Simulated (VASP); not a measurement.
# Ti2O (P-3m1) in VASP: vibrations by perturbation theory with PBEsol

Aim: the vibrations by perturbation theory of Ti2O with PBEsol.

Everything below comes from runs of VASP 6.6.1. Logs are shortened: lines on timing, memory, paths and dates and some standing lists are left out, and cuts for length are marked.

### Step 1. The cell of the first run

Symmetry: P-3m1, No. 164, trigonal system. Conventional cell: a = 2.953 Å, b = 2.953 Å, c = 4.729 Å, α = 90.00°, β = 90.00°, γ = 120.00°. Ti (site symmetry 3m) has 3 O at 2.11 Å and 12 Ti at 2.82 to 3.01 Å within 3.1 Å. Within 2.8 Å of O (site symmetry -3m) lie 6 Ti at 2.11 Å.

### Step 2. Vibrations by perturbation theory, PBEsol

INCAR reads:

```
PREC = Accurate
ENCUT = 520
EDIFF = 1E-8
ISMEAR = -1
SIGMA = 0.15
LREAL = False
LASPH = True
NELM = 60
ALGO = Normal
ISIF = 2
LWAVE = False
LCHARG = True
GGA = PS
IBRION = 8
NSW = 1
```

KPOINTS reads:

```
regular mesh
0
Gamma
  18 18 10
```

POSCAR reads:

```
Ti2O
1.0
    2.9533177977      0.0000000000      0.0000000000
   -1.4766588989      2.5576482383      0.0000000000
    0.0000000000      0.0000000000      4.7292180358
Ti O
2 1
Direct
    0.6666666667      0.3333333333      0.2620928277
    0.3333333333      0.6666666667      0.7379071723
    0.0000000000      0.0000000000      0.0000000000
```

Potentials or basis: VASP PAW PBE potentials, release 64 (Ti_sv, O).

Command:

```console
$ cat potpaw_PBE.64/Ti_sv/POTCAR potpaw_PBE.64/O/POTCAR > POTCAR
$ mpirun -np 1 vasp_std > vasp.out
```

OUTCAR:

```text
PREC = Accurate
   ENCUT = 520
   EDIFF = 1E-8
   ISMEAR = -1
   LREAL = False
   LASPH = True
   NELM = 60
   ISIF = 2
   GGA = PS
   IBRION = 8
   NSW = 1

 ion  position               nearest neighbor table
   1  0.667  0.333  0.262-   3 2.11   3 2.11   3 2.11   2 2.82   2 2.82   2 2.82
   2  0.333  0.667  0.738-   3 2.11   3 2.11   3 2.11   1 2.82   1 2.82   1 2.82
   3  0.000  0.000  0.000-   1 2.11   2 2.11   1 2.11   2 2.11   1 2.11   2 2.11

  LATTYP: Found a hexagonal cell.
 ALAT       =     2.9533177977
 C/A-ratio  =     1.6013237856

  Lattice vectors:

 A1 = (   2.9533177977,   0.0000000000,   0.0000000000)
 A2 = (  -1.4766588989,   2.5576482383,   0.0000000000)
 A3 = (   0.0000000000,   0.0000000000,   4.7292180358)

Analysis of symmetry for initial positions (statically):
=====================================================================
 Subroutine PRICEL returns:
 Original cell was already a primitive cell.

 Routine SETGRP: Setting up the symmetry group for a
 hexagonal supercell.

 Subroutine GETGRP returns: Found 12 space group operations
 (whereof 12 operations were pure point group operations)
 out of a pool of 24 trial point group operations.

The static configuration has the point symmetry D_3d.

Analysis of symmetry for dynamics (positions and initial velocities):
=====================================================================
 Subroutine PRICEL returns:
 Original cell was already a primitive cell.

 Routine SETGRP: Setting up the symmetry group for a
 hexagonal supercell.

 Subroutine GETGRP returns: Found 12 space group operations
 (whereof 12 operations were pure point group operations)
 out of a pool of 24 trial point group operations.

The dynamic configuration has the point symmetry D_3d.

 Subroutine INISYM returns: Found 12 space group operations
 (whereof 12 operations are pure point group operations),
 and found     1 'primitive' translations

----------------------------------------------------------------------------------------

                                     Primitive cell

  volume of cell :      35.7224

  direct lattice vectors                    reciprocal lattice vectors
     2.953317798  0.000000000  0.000000000     0.338602233  0.195492090  0.000000000
    -1.476658899  2.557648238  0.000000000     0.000000000  0.390984180  0.000000000
     0.000000000  0.000000000  4.729218036     0.000000000  0.000000000  0.211451448

  length of vectors
     2.953317798  2.953317798  4.729218036     0.390984180  0.390984180  0.211451448

  position of ions in fractional coordinates (direct lattice)
     0.666666667  0.333333333  0.262092828
     0.333333333  0.666666667  0.737907172
     0.000000000  0.000000000  0.000000000

  ion indices of the primitive-cell ions
   primitive index   ion index
                 1           1
                 2           2
                 3           3

----------------------------------------------------------------------------------------

 KPOINTS: regular mesh

Automatic generation of k-mesh.
 Grid dimensions read from file:
 generate k-points for:   18   18   10

 Generating k-lattice:

  Cartesian coordinates                     Fractional coordinates (reciprocal lattice)
     0.018811235  0.010860672  0.000000000     0.055555556  0.000000000  0.000000000
     0.000000000  0.021721343  0.000000000     0.000000000  0.055555556  0.000000000
     0.000000000  0.000000000  0.021145145     0.000000000  0.000000000  0.100000000

  Length of vectors
     0.021721343  0.021721343  0.021145145

  Shift w.r.t. Gamma in fractional coordinates (k-lattice)
     0.000000000  0.000000000  0.000000000

 Subroutine IBZKPT returns following result:
 ===========================================

 Found    330 irreducible k-points:

 Following reciprocal coordinates:
            Coordinates               Weight
  0.000000  0.000000  0.000000      1.000000
  0.055556  0.000000  0.000000      6.000000
  0.111111  0.000000  0.000000      6.000000
  0.166667  0.000000  0.000000      6.000000
  0.222222  0.000000  0.000000      6.000000
  0.277778  0.000000  0.000000      6.000000
[... 16 lines left out ...]
  0.333333  0.111111  0.000000     12.000000
[... 21 lines left out ...]
   LREAL  =      F    real-space projection
   EDIFFG = 0.1E-06   stopping-criterion for IOM
   NSW    =      1    number of steps for IOM
   IBRION =      8    ionic relax: 0-MD 1-quasi-New 2-CG
   NFREE  =      0    steps in history (QN), initial steepest desc. (CG)
   ISIF   =      2    stress and relaxation
   ISYM   =      2    0-nonsym 1-usesym 2-fastsym
   POTIM  = 0.5000    time-step for ionic-motion
   TEBEG  =    0.0;   TEEND  =   0.0 temperature during run
   PSTRESS=    0.0 pullay stress
   NELECT =      30.0000    total number of electrons
   NUPDOWN=      -1.0000    fix difference up-down
   EMIN   =  10.00;   EMAX   =-10.00  energy-range for DOS
   EFERMI =   0.00;   METHOD = LEGACY
   ISMEAR =    -1;   SIGMA  =   0.15  broadening in eV -4-tet -1-fermi 0-gaus
   EFERMI_NEDOS =   21; number of points for ismear=-14 and -15
   IALGO  =     38    algorithm
   IMIX   =      4    mixing-type and parameters
     AMIX     =   0.40;   BMIX     =  1.00
     AMIX_MAG =   1.60;   BMIX_MAG =  1.00
  volume/ion in A,a.u.               =      11.91        80.36
  Fermi-wavevector in a.u.,A,eV,Ry     =   1.544549  2.918775 32.458506  2.385633
  Thomas-Fermi vector in A             =   2.650054
   LORBIT       =      0    0 simple, 1 ext, 2 COOP (PROOUT), +10 PAW based schemes
   GGA     = PS    functional components
   LHFCALC =     F    Hartree Fock is set to
   AEXX    =    0.0000 exact exchange contribution
   IVDW    =     0    specifies the selected vdW correction
   LEPSILON=     F    determine dielectric tensor
   LRPA    =     F    only Hartree local field effects (RPA)
 non-spin polarized calculation
  energy-cutoff  :      520.00
  volume of cell :       35.72
 maximum number of plane-waves:       996
 NGX is ok and might be reduce to    24
   NGX = 11   NGY = 11   NGZ = 17

--------------------------------------- Ionic step        1  -------------------------------------------

 number of electron      29.9999997 magnetization

 Free energy of the ion-electron system (eV)
  ---------------------------------------------------
  ext. energy  EPLUGINS =         0.00000000
  ---------------------------------------------------
  free energy    TOTEN  =       -27.65467316 eV

  energy without entropy =      -27.55364141  energy(sigma->0) =      -27.60415728

 E-fermi :   9.9972     XC(G=0): -12.5708

 val. band max:        9.9902808853   @ k =   0.4444   0.1111   0.4000
 cond. band min:      10.0043391597   @ k =   0.0000   0.0556   0.4000
 fundamental gap:      0.0140582744
 Fermi energy:         9.9971866954

 k-point     1 :       0.0000    0.0000    0.0000
  band No.  band energies     occupation
      1     -46.9499      2.00000
      2     -46.8133      2.00000
      3     -23.7373      2.00000
      4     -23.0490      2.00000
      5     -23.0490      2.00000
      6     -22.9609      2.00000
[... 505 lines left out ...]
      6     -23.2360      2.00000
[... 11 lines left out ...]
     18      12.4853      0.00000
     19      12.7421      0.00000

 [... further k-points ...]

------------------------ aborting loop because EDIFF is reached ----------------------------------------

  FORCE on cell =-STRESS in cart. coord.  units (eV):
  Direction    XX          YY          ZZ          XY          YZ          ZX
  --------------------------------------------------------------------------------------
  -------------------------------------------------------------------------------------
  Total        0.0810603      0.0810603      0.0759610     -0.0000000      0.0000000     -0.0000000
  in kB        3.6356197      3.6356197      3.4069130     -0.0000000      0.0000000     -0.0000000
  external PRESSURE =       3.5593842 kB  Pullay stress =       0.0000000 kB

 VOLUME and BASIS-vectors are now :
 -----------------------------------------------------------------------------
  energy-cutoff  :      520.00
  volume of cell :       35.72
      direct lattice vectors                 reciprocal lattice vectors
     2.953317798  0.000000000  0.000000000     0.338602233  0.195492090  0.000000000
    -1.476658899  2.557648238  0.000000000     0.000000000  0.390984180  0.000000000
     0.000000000  0.000000000  4.729218036     0.000000000  0.000000000  0.211451448

 POSITION                                       TOTAL-FORCE (eV/Angst)
 -----------------------------------------------------------------------------------
      1.47666      0.85255      1.23949         0.000000     -0.000000      0.047758
     -0.00000      1.70510      3.48972        -0.000000      0.000000     -0.047758
      0.00000      0.00000      0.00000        -0.000000      0.000000      0.000000
 -----------------------------------------------------------------------------------
    total drift:                                0.000000     -0.000000     -0.000000

  FREE ENERGIE OF THE ION-ELECTRON SYSTEM (eV)
  ---------------------------------------------------
  free  energy   TOTEN  =       -27.6546731561 eV

  energy  without entropy=      -27.5536414125  energy(sigma->0) =      -27.60415728

[... ionic steps 2 to 9 ...]

--------------------------------------- Ionic step       10  -------------------------------------------

------------------------ aborting loop because EDIFF is reached ----------------------------------------

[... ionic steps 11 to 11 ...]

--------------------------------------- Ionic step       12  -------------------------------------------

 Free energy of the ion-electron system (eV)
  ---------------------------------------------------
  ---------------------------------------------------
  free energy    TOTEN  =        -0.38009381 eV

  energy without entropy =       -0.38009381

------------------------ aborting loop because EDIFF is reached ----------------------------------------

 INTERNAL STRAIN TENSOR  FOR ION    3  DIRECTION 3   (eV/Angst):
 -----------------------------------------------------------------------------
     0.01405 -0.00000  0.00000
    -0.00000  0.01405  0.00000
    -0.00000  0.00000 -0.01542

 INTERNAL STRAIN TENSOR FOR ION    3 for displacements in x,y,z  (eV/Angst):
          X           Y           Z          XY          YZ          ZX
  --------------------------------------------------------------------------------
  x     0.00000     0.00000     0.00000     0.00000     0.00000     0.00000
  y     0.00000     0.00000     0.00000     0.00000     0.00000     0.00000
  z     0.00000     0.00000     0.00000     0.00000     0.00000     0.00000

 SECOND DERIVATIVES (NOT SYMMETRIZED)
 ------------------------------------
               1X          1Y          1Z          2X          2Y          2Z          3X          3Y          3Z
  1X    -4.810946    0.000000   -0.000000   -0.237501    0.000000    0.000000    5.048447   -0.000000   -0.000000
  1Y     0.000000   -4.810946   -0.000000    0.000000   -0.237501    0.000000   -0.000000    5.048447    0.000000
  1Z     0.000000    0.000000  -11.125890   -0.000000    0.000000    4.661075    0.000000    0.000000    6.464815
  2X    -0.237501    0.000000    0.000000   -4.810946    0.000000   -0.000000    5.048447   -0.000000   -0.000000
  2Y     0.000000   -0.237501    0.000000    0.000000   -4.810946   -0.000000   -0.000000    5.048447    0.000000
  2Z    -0.000000    0.000000    4.661075    0.000000    0.000000  -11.125890    0.000000    0.000000    6.464815
  3X     5.045179   -0.000000    0.000000    5.045179   -0.000000    0.000000  -10.090358    0.000000    0.000000
  3Y    -0.000000    5.045179    0.000000   -0.000000    5.045179    0.000000    0.000000  -10.090358    0.000000
  3Z     0.000000   -0.000000    6.445258    0.000000   -0.000000    6.445258    0.000000    0.000000  -12.890516

 Eigenvectors and eigenvalues of the dynamical matrix
 ----------------------------------------------------

   1 f  =   15.162520 THz    95.268922 2PiTHz  505.767221 cm-1    62.707115 meV
             X         Y         Z           dx          dy          dz
      1.476659  0.852549  1.239494    -0.000000   -0.000000   -0.267896
     -0.000000  1.705099  3.489724    -0.000000   -0.000000   -0.267896
      0.000000  0.000000  0.000000    -0.000000    0.000000    0.925453
[... 43 lines left out ...]
   9 f/i=    0.008053 THz     0.050602 2PiTHz    0.268636 cm-1     0.033307 meV
             X         Y         Z           dx          dy          dz
      1.476659  0.852549  1.239494    -0.000000    0.000000    0.654394
     -0.000000  1.705099  3.489724    -0.000000    0.000000    0.654394
      0.000000  0.000000  0.000000    -0.000000    0.000000    0.378862

--------------------------------------------------------------------------------------------------------

 ELASTIC MODULI CONTR FROM IONIC RELAXATION (kBar)
 Direction    XX          YY          ZZ          XY          YZ          ZX
 --------------------------------------------------------------------------------
 XX        -229.1958   -228.2841    115.6448      0.0000      7.2211     -0.0000
 YY        -228.2841   -229.1958    115.6448      0.0000     -7.2211      0.0000
 ZZ         115.6448    115.6448    -58.4670     -0.0000     -0.0000     -0.0000
 XY           0.0000      0.0000     -0.0000     -0.4559      0.0000     13.1684
 YZ           7.2211     -7.2211     -0.0000      0.0000   -114.3809      0.0000
 ZX          -0.0000      0.0000     -0.0000     13.1684      0.0000   -380.3780
 --------------------------------------------------------------------------------
```

Run time: 80 min. Hardware: 1 thread of Oxide Virtual Turin-like, shared host; peak memory 2 GiB.

What came out:

```
Highest phonon frequency at Γ, LO-TO splitting left out : 506 cm⁻¹
```

Phonon frequencies in cm⁻¹ (negative: imaginary):
| q point | frequencies |
| --- | --- |
| (0.000, 0.000, 0.000) | 0 0 0 161 161 299 447 447 506 |

Caveat: the PAW data sets were made with another functional, which shifts forces and pressure a little.
